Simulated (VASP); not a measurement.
A run of VASP 6.6.1 is set up as follows.

File INCAR:

```
SYSTEM = GaSb
PREC     = Accurate       ! precision mode
ENCUT    = 520            ! plane-wave cutoff, eV
EDIFF    = 1E-8           ! SCF threshold, eV
ISMEAR   = 0              ! smearing method
SIGMA    = 0.01           ! smearing width, eV
LREAL    = .False.        ! projectors in reciprocal space
LASPH    = .True.         ! aspherical terms in the spheres
NELM     = 100            ! most SCF steps
ALGO     = Normal         ! electronic algorithm
ISIF     = 2              ! what is computed and relaxed
LWAVE    = .False.        ! write WAVECAR
LCHARG   = .False.        ! write CHGCAR
METAGGA  = R2SCAN         ! meta-GGA
LMIXTAU  = .True.       
IBRION   = 6              ! ionic algorithm
NFREE    = 2            
POTIM    = 0.015          ! step
NSW      = 1              ! ionic steps
```

Contents of KPOINTS:

```
regular mesh
0
Gamma
  6 6 6
  0 0 0
```

Contents of POSCAR:

```
GaSb
1.0
    3.1085467930      3.1085467930      0.0000000000
   -3.1085467930      3.1085467930      0.0000000000
    0.0000000000      3.1085467930      3.1085467930
Ga Sb
1 1
Direct
    0.0000000000      0.0000000000      0.0000000000
    0.7500000000      0.2500000000      0.5000000000
```

Potentials or basis: VASP PAW PBE potentials, release 64 (Ga_d, Sb).

Launch:

```bash
$ cat potpaw_PBE.64/Ga_d/POTCAR potpaw_PBE.64/Sb/POTCAR > POTCAR
$ mpirun -np 1 vasp_std > vasp.out
```

(1) Predict the highest phonon frequency at Γ, LO-TO splitting left out.

## Answers

(1) 214 cm⁻¹.

Caveat: the cell stands under pressure or tension, which shifts response properties.
